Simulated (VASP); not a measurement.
# NaBe2 (Fd-3m) in VASP: single point with PBE

Aim: the single point of NaBe2 with PBE.

All numbers are computed with VASP 6.6.1; they aren't measurements. Logs are shortened: lines on timing, memory, paths and dates and some standing lists are left out, and cuts for length are marked.

**1. The cell of the first run**

Symmetry: Fd-3m, No. 227, cubic system. Conventional cell: a = 6.883 Å, b = 6.883 Å, c = 6.883 Å, α = 90.00°, β = 90.00°, γ = 90.00°. Na (site symmetry -43m) has 12 Be at 2.85 Å and 4 Na at 2.98 Å within 3.8 Å. Be (site symmetry -3m) has 6 Be at 2.43 Å and 6 Na at 2.85 Å within 3.2 Å.

**2. Single point, PBE**

Input file INCAR:

```
ALGO     = Normal         # electronic algorithm
EDIFF    = 1E-6           # SCF threshold, eV
ENCUT    = 520            # plane-wave cutoff, eV
GGA      = PE             # functional
ISIF     = 2              # what is computed and relaxed
ISMEAR   = 0              # smearing method
LASPH    = True           # aspherical terms in the spheres
LCHARG   = False          # write CHGCAR
LREAL    = False          # projectors in reciprocal space
LWAVE    = False          # write WAVECAR
NBANDS   = 20             # bands
NELM     = 60             # most SCF steps
PREC     = Accurate       # precision mode
SIGMA    = 0.1            # smearing width, eV
```

Input file KPOINTS:

```
k-points
0
Gamma
  10 10 10
```

Input file POSCAR:

```
NaBe2
1.0
    0.0000000000      3.4413073988      3.4413073988
    3.4413073988      0.0000000000      3.4413073988
    3.4413073988      3.4413073988      0.0000000000
Na Be
2 4
Direct
    0.5000000000      0.5000000000      0.5000000000
    0.7500000000      0.7500000000      0.7500000000
    0.1250000000      0.1250000000      0.1250000000
    0.6250000000      0.1250000000      0.1250000000
    0.1250000000      0.1250000000      0.6250000000
    0.1250000000      0.6250000000      0.1250000000
```

Potentials or basis: VASP PAW PBE potentials, release 64 (Na_pv, Be).

The run is started by

```sh
$ cat potpaw_PBE.64/Na_pv/POTCAR potpaw_PBE.64/Be/POTCAR > POTCAR
$ mpirun -np 1 vasp_std > vasp.out
```

OUTCAR:

```text
EDIFF = 1E-6
   ENCUT = 520
   GGA = PE
   ISIF = 2
   ISMEAR = 0
   LASPH = True
   LREAL = False
   NELM = 60
   PREC = Accurate

 ion  position               nearest neighbor table
   1  0.500  0.500  0.500-
   2  0.750  0.750  0.750-
   3  0.125  0.125  0.125-
   4  0.625  0.125  0.125-
   5  0.125  0.125  0.625-
   6  0.125  0.625  0.125-

  LATTYP: Found a face centered cubic cell.
 ALAT       =     6.8826147976

  Lattice vectors:

 A1 = (   0.0000000000,   3.4413073988,   3.4413073988)
 A2 = (   3.4413073988,   0.0000000000,   3.4413073988)
 A3 = (   3.4413073988,   3.4413073988,   0.0000000000)

Analysis of symmetry for initial positions (statically):
=====================================================================
 Subroutine PRICEL returns:
 Original cell was already a primitive cell.

 Routine SETGRP: Setting up the symmetry group for a
 face centered cubic supercell.

 Subroutine GETGRP returns: Found 48 space group operations
 (whereof 24 operations were pure point group operations)
 out of a pool of 48 trial point group operations.

The static configuration has the point symmetry T_d .
 The point group associated with its full space group is O_h .

Analysis of symmetry for dynamics (positions and initial velocities):
=====================================================================
 Subroutine PRICEL returns:
 Original cell was already a primitive cell.

 Routine SETGRP: Setting up the symmetry group for a
 face centered cubic supercell.

 Subroutine GETGRP returns: Found 48 space group operations
 (whereof 24 operations were pure point group operations)
 out of a pool of 48 trial point group operations.

The dynamic configuration has the point symmetry T_d .
 The point group associated with its full space group is O_h .

 Subroutine INISYM returns: Found 48 space group operations
 (whereof 24 operations are pure point group operations),
 and found     1 'primitive' translations

----------------------------------------------------------------------------------------

[... 96 lines left out ...]
   LSORBIT =      F    spin-orbit coupling
   LASPH  =      T    aspherical Exc in radial PAW
   ENCUT  =  520.0 eV  38.22 Ry    6.18 a.u.   9.05  9.05  9.05*2*pi/ulx,y,z
   NELM   =     60;   NELMIN=  2; NELMDL= -5     # of ELM steps
   EDIFF  = 0.1E-05   stopping-criterion for ELM
   LREAL  =      F    real-space projection
   EDIFFG = 0.1E-04   stopping-criterion for IOM
   NSW    =      0    number of steps for IOM
   IBRION =     -1    ionic relax: 0-MD 1-quasi-New 2-CG
   NFREE  =      0    steps in history (QN), initial steepest desc. (CG)
   ISIF   =      2    stress and relaxation
   ISYM   =      2    0-nonsym 1-usesym 2-fastsym
   POTIM  = 0.5000    time-step for ionic-motion
   TEBEG  =    0.0;   TEEND  =   0.0 temperature during run
   PSTRESS=    0.0 pullay stress
   NELECT =      22.0000    total number of electrons
   NUPDOWN=      -1.0000    fix difference up-down
   EMIN   =  10.00;   EMAX   =-10.00  energy-range for DOS
   EFERMI =   0.00;   METHOD = LEGACY
   ISMEAR =     0;   SIGMA  =   0.10  broadening in eV -4-tet -1-fermi 0-gaus
   EFERMI_NEDOS =   21; number of points for ismear=-14 and -15
   IALGO  =     38    algorithm
   IMIX   =      4    mixing-type and parameters
     AMIX     =   0.40;   BMIX     =  1.00
     AMIX_MAG =   1.60;   BMIX_MAG =  1.00
  volume/ion in A,a.u.               =      13.58        91.67
  Fermi-wavevector in a.u.,A,eV,Ry     =   1.057992  1.999314 15.229633  1.119346
  Thomas-Fermi vector in A             =   2.193285
   LORBIT       =      0    0 simple, 1 ext, 2 COOP (PROOUT), +10 PAW based schemes
   GGA     = PE    functional components
   LHFCALC =     F    Hartree Fock is set to
   AEXX    =    0.0000 exact exchange contribution
   IVDW    =     0    specifies the selected vdW correction
   LEPSILON=     F    determine dielectric tensor
   LRPA    =     F    only Hartree local field effects (RPA)
 non-spin polarized calculation
 Gauss-broadening in eV      SIGMA  =   0.10
  energy-cutoff  :      520.00
  volume of cell :       81.51
 maximum number of plane-waves:      2210
   NGX = 19   NGY = 19   NGZ = 19

 number of electron      21.9999990 magnetization

 Free energy of the ion-electron system (eV)
  ---------------------------------------------------
  ext. energy  EPLUGINS =         0.00000000
  ---------------------------------------------------
  free energy    TOTEN  =       -14.24327460 eV

  energy without entropy =      -14.23370003  energy(sigma->0) =      -14.23848731

 E-fermi :   2.9371     XC(G=0):  -9.1683

 val. band max:        2.9266388228   @ k =   0.4000   0.2000   0.1000
 cond. band min:       2.9462251103   @ k =  -0.3000   0.1000   0.0000
 fundamental gap:      0.0195862876
 Fermi energy:         2.9370683149

 k-point     1 :       0.0000    0.0000    0.0000
  band No.  band energies     occupation
      1     -20.2594      2.00000
      2     -20.2594      2.00000
      3     -20.2594      2.00000
      4     -20.1757      2.00000
      5     -20.1757      2.00000
      6     -20.1757      2.00000
[... 541 lines left out ...]
     19      10.9997      0.00000
     20      11.4216      0.00000

 [... further k-points ...]

------------------------ aborting loop because EDIFF is reached ----------------------------------------

  FORCE on cell =-STRESS in cart. coord.  units (eV):
  Direction    XX          YY          ZZ          XY          YZ          ZX
  --------------------------------------------------------------------------------------
  -------------------------------------------------------------------------------------
  Total        0.0338529      0.0338529      0.0338529      0.0000000      0.0000000     -0.0000000
  in kB        0.6654355      0.6654355      0.6654355      0.0000000      0.0000000     -0.0000000
  external PRESSURE =       0.6654355 kB  Pullay stress =       0.0000000 kB

 VOLUME and BASIS-vectors are now :
 -----------------------------------------------------------------------------
  energy-cutoff  :      520.00
  volume of cell :       81.51
      direct lattice vectors                 reciprocal lattice vectors
     0.000000000  3.441307399  3.441307399    -0.145293617  0.145293617  0.145293617
     3.441307399  0.000000000  3.441307399     0.145293617 -0.145293617  0.145293617
     3.441307399  3.441307399  0.000000000     0.145293617  0.145293617 -0.145293617

 POSITION                                       TOTAL-FORCE (eV/Angst)
 -----------------------------------------------------------------------------------
      3.44131      3.44131      3.44131        -0.000000     -0.000000     -0.000000
      5.16196      5.16196      5.16196         0.000000      0.000000      0.000000
      0.86033      0.86033      0.86033        -0.000000      0.000000     -0.000000
      0.86033      2.58098      2.58098        -0.000000      0.000000     -0.000000
      2.58098      2.58098      0.86033        -0.000000      0.000000      0.000000
      2.58098      0.86033      2.58098        -0.000000      0.000000      0.000000
 -----------------------------------------------------------------------------------
    total drift:                                0.000000      0.000000      0.000000

  FREE ENERGIE OF THE ION-ELECTRON SYSTEM (eV)
  ---------------------------------------------------
  free  energy   TOTEN  =       -14.2432745966 eV

  energy  without entropy=      -14.2337000316  energy(sigma->0) =      -14.23848731
```

Wall time 32 s (1 thread of Intel Xeon Platinum 8488C (Sapphire Rapids), shared host); peak memory 0.23 GiB.

Results:

| Quantity | Value |
| --- | --- |
| Free energy | -14.2433 eV |
| Pressure | 0.1 GPa |
| Band gap on the k mesh | zero (band 11 reaches 3.38 eV, above the bottom of band 12 at 1.57 eV) |

Levels at points of the mesh, in eV from the Fermi level:
```tsv
k point	band 7	band 8	band 9	band 10	band 11	band 12	band 13	band 14	band 15	band 16
(0.00, 0.00, 0.00)	-7.22	-2.26	-0.37	-0.37	-0.37	1.80	1.80	2.10	2.10	2.10
(0.50, 0.00, 0.00)	-5.72	-4.76	-1.80	-0.11	-0.11	0.14	0.14	4.46	4.46	4.53
(0.50, 0.50, 0.00)	-4.90	-4.90	-1.72	-1.72	-1.37	-1.37	4.73	4.73	4.94	4.94
```
